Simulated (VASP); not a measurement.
# Cu (P6_3/mmc) in VASP: notebook

Cu is run at these levels: PBEsol; tasks: single point.

Program: VASP 6.6.1. These are calculated values, not measurements. Logs are shortened: lines on timing, memory, paths and dates and some standing lists are left out, and cuts for length are marked.

### Step 1. The cell of the first run

The structure is hexagonal, space group P6_3/mmc (No. 194). The conventional cell has a = 2.534 Å, b = 2.534 Å, c = 4.113 Å, α = 90.00°, β = 90.00°, γ = 120.00°. Cu (site symmetry -6m2) has 12 Cu at 2.52 to 2.53 Å within 3.3 Å.

### Step 2. Single point, PBEsol

INCAR reads:

```
SYSTEM = Cu
PREC = Accurate
ENCUT = 520
EDIFF = 1E-6
ISMEAR = -1
SIGMA = 0.5
LREAL = .FALSE.
LASPH = .TRUE.
NELM = 80
ALGO = Normal
ISIF = 2
LWAVE = .FALSE.
LCHARG = .FALSE.
GGA = PS
NBANDS = 18
```

KPOINTS reads:

```
regular mesh
0
G
  14 14 7
  0 0 0
```

POSCAR reads:

```
Cu
1.0
    2.5340966700      0.0000000000      0.0000000000
   -1.2670483300      2.1945920900      0.0000000000
    0.0000000000      0.0000000000      4.1125710000
Cu
2
Direct
    0.3333333333      0.6666666667      0.2500000000
    0.6666666667      0.3333333333      0.7500000000
```

Potentials or basis: VASP PAW PBE potentials, release 64 (Cu).

Command:

```sh
> cat potpaw_PBE.64/Cu/POTCAR > POTCAR
> mpirun -np 1 vasp_std > vasp.out
```

OUTCAR:

```text
SYSTEM = Cu
   PREC = Accurate
   ENCUT = 520
   EDIFF = 1E-6
   ISMEAR = -1
   LREAL = .FALSE.
   LASPH = .TRUE.
   NELM = 80
   ISIF = 2
   GGA = PS

 ion  position               nearest neighbor table
   1  0.333  0.667  0.250-   2 2.52   2 2.52   2 2.52   2 2.52   2 2.52   2 2.52
   2  0.667  0.333  0.750-   1 2.52   1 2.52   1 2.52   1 2.52   1 2.52   1 2.52

  LATTYP: Found a hexagonal cell.
 ALAT       =     2.5340966700
 C/A-ratio  =     1.6228942837

  Lattice vectors:

 A1 = (   2.5340966700,   0.0000000000,   0.0000000000)
 A2 = (  -1.2670483300,   2.1945920900,   0.0000000000)
 A3 = (   0.0000000000,   0.0000000000,   4.1125710000)

Analysis of symmetry for initial positions (statically):
=====================================================================
 Subroutine PRICEL returns:
 Original cell was already a primitive cell.

 Routine SETGRP: Setting up the symmetry group for a
 hexagonal supercell.

 Subroutine GETGRP returns: Found 24 space group operations
 (whereof 12 operations were pure point group operations)
 out of a pool of 24 trial point group operations.

The static configuration has the point symmetry D_3d.
 The point group associated with its full space group is D_6h.

Analysis of symmetry for dynamics (positions and initial velocities):
=====================================================================
 Subroutine PRICEL returns:
 Original cell was already a primitive cell.

 Routine SETGRP: Setting up the symmetry group for a
 hexagonal supercell.

 Subroutine GETGRP returns: Found 24 space group operations
 (whereof 12 operations were pure point group operations)
 out of a pool of 24 trial point group operations.

The dynamic configuration has the point symmetry D_3d.
 The point group associated with its full space group is D_6h.

 Subroutine INISYM returns: Found 24 space group operations
 (whereof 12 operations are pure point group operations),
 and found     1 'primitive' translations

----------------------------------------------------------------------------------------

                                     Primitive cell

  volume of cell :      22.8713

  direct lattice vectors                    reciprocal lattice vectors
     2.534096670  0.000000000  0.000000000     0.394617937  0.227832771  0.000000000
    -1.267048330  2.194592090  0.000000000     0.000000000  0.455665545  0.000000000
     0.000000000  0.000000000  4.112571000     0.000000000  0.000000000  0.243156896

  length of vectors
     2.534096670  2.534096666  4.112571000     0.455665544  0.455665545  0.243156896

  position of ions in fractional coordinates (direct lattice)
     0.333333333  0.666666667  0.250000000
     0.666666667  0.333333333  0.750000000

  ion indices of the primitive-cell ions
   primitive index   ion index
                 1           1
                 2           2

----------------------------------------------------------------------------------------

 KPOINTS: regular mesh

Automatic generation of k-mesh.
 Grid dimensions read from file:
 generate k-points for:   14   14    7

 Generating k-lattice:

  Cartesian coordinates                     Fractional coordinates (reciprocal lattice)
     0.028186995  0.016273769  0.000000000     0.071428571  0.000000000  0.000000000
     0.000000000  0.032547539  0.000000000     0.000000000  0.071428571  0.000000000
     0.000000000  0.000000000  0.034736699     0.000000000  0.000000000  0.142857143

  Length of vectors
     0.032547539  0.032547539  0.034736699

  Shift w.r.t. Gamma in fractional coordinates (k-lattice)
     0.000000000  0.000000000  0.000000000

 Subroutine IBZKPT returns following result:
 ===========================================

 Found     96 irreducible k-points:

 Following reciprocal coordinates:
            Coordinates               Weight
  0.000000  0.000000  0.000000      1.000000
  0.071429  0.000000  0.000000      6.000000
  0.142857  0.000000  0.000000      6.000000
  0.214286  0.000000  0.000000      6.000000
  0.285714  0.000000  0.000000      6.000000
  0.357143  0.000000  0.000000      6.000000
[... 16 lines left out ...]
  0.285714  0.285714  0.000000      6.000000
  0.357143  0.285714  0.000000      6.000000
 [... further k-points ...]
   k-points           NKPTS =     96   k-points in BZ     NKDIM =     96   number of bands    NBANDS=     18
   number of dos      NEDOS =    301   number of ions     NIONS =      2
   total plane-waves  NPLWV =  12800
   dimension x,y,z NGX =    20 NGY =   20 NGZ =   32
   dimension x,y,z NGXF=    40 NGYF=   40 NGZF=   64
   ions per type =               2
   NGX,Y,Z   is equivalent  to a cutoff of  13.12, 13.12, 12.94 a.u.
   NGXF,Y,Z  is equivalent  to a cutoff of  26.24, 26.24, 25.87 a.u.
 SYSTEM =  Cu
   PREC   = accura    normal or accurate (medium, high low for compatibility)
   ISTART =      0    job   : 0-new  1-cont  2-samecut
   ICHARG =      2    charge: 1-file 2-atom 10-const
   ISPIN  =      1    spin polarized calculation?
   LNONCOLLINEAR =      F non collinear calculations
   LSORBIT =      F    spin-orbit coupling
   LASPH  =      T    aspherical Exc in radial PAW
   ENCUT  =  520.0 eV  38.22 Ry    6.18 a.u.   4.71  4.71  7.65*2*pi/ulx,y,z
   NELM   =     80;   NELMIN=  2; NELMDL= -5     # of ELM steps
   EDIFF  = 0.1E-05   stopping-criterion for ELM
   LREAL  =      F    real-space projection
   EDIFFG = 0.1E-04   stopping-criterion for IOM
   NSW    =      0    number of steps for IOM
   IBRION =     -1    ionic relax: 0-MD 1-quasi-New 2-CG
   NFREE  =      0    steps in history (QN), initial steepest desc. (CG)
   ISIF   =      2    stress and relaxation
   ISYM   =      2    0-nonsym 1-usesym 2-fastsym
   POTIM  = 0.5000    time-step for ionic-motion
   TEBEG  =    0.0;   TEEND  =   0.0 temperature during run
   PSTRESS=    0.0 pullay stress
   NELECT =      22.0000    total number of electrons
   NUPDOWN=      -1.0000    fix difference up-down
   EMIN   =  10.00;   EMAX   =-10.00  energy-range for DOS
   EFERMI =   0.00;   METHOD = LEGACY
   ISMEAR =    -1;   SIGMA  =   0.50  broadening in eV -4-tet -1-fermi 0-gaus
   EFERMI_NEDOS =   21; number of points for ismear=-14 and -15
   IALGO  =     38    algorithm
   IMIX   =      4    mixing-type and parameters
     AMIX     =   0.40;   BMIX     =  1.00
     AMIX_MAG =   1.60;   BMIX_MAG =  1.00
  volume/ion in A,a.u.               =      11.44        77.17
  Fermi-wavevector in a.u.,A,eV,Ry     =   1.616041  3.053874 35.532800  2.611587
  Thomas-Fermi vector in A             =   2.710691
   LORBIT       =      0    0 simple, 1 ext, 2 COOP (PROOUT), +10 PAW based schemes
   GGA     = PS    functional components
   LHFCALC =     F    Hartree Fock is set to
   AEXX    =    0.0000 exact exchange contribution
   IVDW    =     0    specifies the selected vdW correction
   LEPSILON=     F    determine dielectric tensor
   LRPA    =     F    only Hartree local field effects (RPA)
 non-spin polarized calculation
  energy-cutoff  :      520.00
  volume of cell :       22.87
 maximum number of plane-waves:       634
 NGX is ok and might be reduce to    20
   NGX =  9   NGY =  9   NGZ = 15

 number of electron      21.9999979 magnetization

 Free energy of the ion-electron system (eV)
  ---------------------------------------------------
  ext. energy  EPLUGINS =         0.00000000
  ---------------------------------------------------
  free energy    TOTEN  =        -8.90937051 eV

  energy without entropy =       -8.16310939  energy(sigma->0) =       -8.53623995

 E-fermi :   7.9543     XC(G=0): -13.1090

 val. band max:        7.9491743522   @ k =   0.2143   0.2143   0.4286
 cond. band min:       7.9598328959   @ k =   0.3571   0.0714   0.4286
 fundamental gap:      0.0106585438
 Fermi energy:         7.9542775960

 k-point     1 :       0.0000    0.0000    0.0000
  band No.  band energies     occupation
      1      -1.8362      2.00000
      2       2.4741      1.99997
      3       4.5962      1.99758
      4       4.6383      1.99737
      5       4.6383      1.99737
      6       4.8603      1.99590
[... 10 lines left out ...]
     17      31.5058      0.00000
     18      31.5060      0.00000

 k-point     2 :       0.0714    0.0000    0.0000
  band No.  band energies     occupation
      1      -1.6681      2.00000
      2       2.5703      1.99996
      3       4.4827      1.99807
      4       4.7005      1.99702
      5       4.7347      1.99681
      6       4.8315      1.99613
[... 10 lines left out ...]
     17      32.4941      0.00000
     18      32.5236      0.00000

 k-point     3 :       0.1429    0.0000    0.0000
  band No.  band energies     occupation
      1      -1.1720      2.00000
      2       2.8264      1.99993
      3       4.3170      1.99862
      4       4.6384      1.99737
      5       4.7249      1.99687
      6       4.8786      1.99575
[... 10 lines left out ...]
     17      30.8483      0.00000
     18      32.4661      0.00000

 k-point     4 :       0.2143    0.0000    0.0000
  band No.  band energies     occupation
      1      -0.3782      2.00000
      2       3.1267      1.99987
      3       4.1245      1.99906
      4       4.1626      1.99898
      5       4.6320      1.99740
      6       4.8744      1.99578
[... 10 lines left out ...]
     17      27.7147      0.00000
     18      29.8323      0.00000

 k-point     5 :       0.2857    0.0000    0.0000
  band No.  band energies     occupation
      1       0.6399      2.00000
      2       3.2625      1.99983
      3       3.7229      1.99958
      4       4.1215      1.99906
      5       4.6233      1.99745
      6       4.7452      1.99674
[... 10 lines left out ...]
     17      25.2970      0.00000
     18      28.0661      0.00000

 k-point     6 :       0.3571    0.0000    0.0000
  band No.  band energies     occupation
      1       1.7039      1.99999
      2       3.1891      1.99985
      3       3.4438      1.99976
      4       4.2079      1.99889
      5       4.6368      1.99738
      6       4.7440      1.99675
[... 10 lines left out ...]
     17      22.7178      0.00000
     18      27.4176      0.00000

 k-point     7 :       0.4286    0.0000    0.0000
  band No.  band energies     occupation
      1       2.4721      1.99997
      2       3.0633      1.99989
      3       3.2807      1.99983
      4       4.4268      1.99828
      5       4.5652      1.99773
      6       4.7041      1.99700
[... 10 lines left out ...]
     17      21.2280      0.00000
     18      27.1453      0.00000

 k-point     8 :       0.5000    0.0000    0.0000
  band No.  band energies     occupation
      1       2.7395      1.99994
      2       2.9811      1.99990
      3       3.2272      1.99984
      4       4.5402      1.99784
      5       4.5786      1.99766
      6       4.6781      1.99715
[... 10 lines left out ...]
     17      20.9810      0.00000
     18      27.0647      0.00000
[... 229 lines left out ...]
     17      19.5496      0.00000
     18      25.7102      0.00000

 k-point    20 :       0.2143    0.2143    0.0000
  band No.  band energies     occupation
      1       2.0220      1.99999
      2       3.5036      1.99973
      3       3.5940      1.99967
      4       3.6989      1.99960
      5       4.4362      1.99824
      6       4.7728      1.99656
[... 10 lines left out ...]
     17      24.5417      0.00000
     18      24.8523      0.00000

 k-point    21 :       0.2857    0.2143    0.0000
  band No.  band energies     occupation
      1       2.8333      1.99993
      2       3.3993      1.99978
      3       3.4958      1.99973
      4       3.7805      1.99953
      5       4.3909      1.99839
      6       4.7059      1.99699
[... 10 lines left out ...]
     17      22.4157      0.00000
     18      23.8217      0.00000

 k-point    22 :       0.3571    0.2143    0.0000
  band No.  band energies     occupation
      1       3.1967      1.99985
      2       3.3497      1.99980
      3       3.4083      1.99977
      4       3.9547      1.99933
      5       4.4077      1.99834
      6       4.5858      1.99763
[... 10 lines left out ...]
     17      20.3241      0.00000
     18      23.5293      0.00000

 k-point    23 :       0.2857    0.2857    0.0000
  band No.  band energies     occupation
      1       3.2980      1.99982
      2       3.3809      1.99979
      3       3.5971      1.99967
      4       3.7168      1.99958
      5       4.3752      1.99844
      6       4.5737      1.99769
[... 10 lines left out ...]
     17      21.5955      0.00000
     18      22.1033      0.00000

 k-point    24 :       0.3571    0.2857    0.0000
  band No.  band energies     occupation
      1       3.3784      1.99979
      2       3.4324      1.99976
      3       3.5425      1.99971
      4       3.8104      1.99950
      5       4.4071      1.99834
      6       4.4860      1.99806
[... 10 lines left out ...]
     17      20.5001      0.00000
     18      21.7213      0.00000

 [... further k-points ...]
[... 5 lines left out ...]
  --------------------------------------------------------------------------------------
  -------------------------------------------------------------------------------------
  Total        0.0624838      0.0624838      0.3498539      0.0000000      0.0000000      0.0000000
  in kB        4.3771082      4.3771082     24.5079455      0.0000000      0.0000000      0.0000000
  external PRESSURE =      11.0873873 kB  Pullay stress =       0.0000000 kB

 VOLUME and BASIS-vectors are now :
 -----------------------------------------------------------------------------
  energy-cutoff  :      520.00
  volume of cell :       22.87
      direct lattice vectors                 reciprocal lattice vectors
     2.534096670  0.000000000  0.000000000     0.394617937  0.227832771  0.000000000
    -1.267048330  2.194592090  0.000000000     0.000000000  0.455665545  0.000000000
     0.000000000  0.000000000  4.112571000     0.000000000  0.000000000  0.243156896

 POSITION                                       TOTAL-FORCE (eV/Angst)
 -----------------------------------------------------------------------------------
      0.00000      1.46306      1.02814         0.000000     -0.000000     -0.000000
      1.26705      0.73153      3.08443        -0.000000      0.000000      0.000000
 -----------------------------------------------------------------------------------
    total drift:                               -0.000000      0.000000     -0.000000

  FREE ENERGIE OF THE ION-ELECTRON SYSTEM (eV)
  ---------------------------------------------------
  free  energy   TOTEN  =        -8.9093705088 eV

  energy  without entropy=       -8.1631093886  energy(sigma->0) =       -8.53623995
```

Run time: 17 s. Hardware: 1 thread of AMD EPYC 9R45 (Zen 5), shared host; peak memory 0.12 GiB.

Results:

```yaml
Free_energy: -8.9094 eV
Pressure: 1.1 GPa
Band_gap_on_the_k_mesh: zero (band 11 reaches 11.31 eV, above the bottom of band 12 at 5.78 eV)
```

Caveat: the PAW data sets were made with another functional, which shifts forces and pressure a little.

### Step 3. Single point, PBEsol

INCAR reads:

```
SYSTEM = Cu
PREC = Accurate ; ENCUT = 520
EDIFF = 1E-6 ; ISMEAR = -1
SIGMA = 0.3 ; LREAL = .False.
LASPH = .True. ; NELM = 100
ALGO = Normal ; ISIF = 2
LWAVE = .False. ; LCHARG = .False.
GGA = PS ; NBANDS = 18
```

KPOINTS reads:

```
regular mesh
0
Gamma
  14 14 7
  0 0 0
```

POSCAR is that of step 2.

Potentials or basis: VASP PAW PBE potentials, release 64 (Cu).

Command:

```sh
> cat potpaw_PBE.64/Cu/POTCAR > POTCAR
> mpirun -np 1 vasp_std > vasp.out
```

Wall time 17 s (1 thread of AMD EPYC 9R45 (Zen 5), shared host); peak memory 0.12 GiB.

It converged, with:

- Free energy: -8.6943 eV
- Pressure: -0.4 GPa
- Band gap on the k mesh: zero (band 11 reaches 11.34 eV, above the bottom of band 12 at 5.86 eV)

Stress tensor (GPa, compression positive):
```
-1.13  0.00  0.00
 0.00 -1.13  0.00
 0.00  0.00  0.97
```

Levels at points of the mesh, in eV from the Fermi level:
| k point | band 7 | band 8 | band 9 | band 10 | band 11 | band 12 | band 13 | band 14 | band 15 | band 16 |
| --- | --- | --- | --- | --- | --- | --- | --- | --- | --- | --- |
| (0.00, 0.00, 0.00) | -2.88 | -2.60 | -2.60 | -1.80 | -1.80 | -1.09 | 3.96 | 21.50 | 22.03 | 22.03 |
| (0.50, 0.00, 0.00) | -2.84 | -1.71 | -1.64 | -1.61 | -0.06 | 1.55 | 7.88 | 8.31 | 10.86 | 11.30 |

Caveat: the PAW data sets were made with another functional, which shifts forces and pressure a little.

(Part 1 of 2 ends here.)
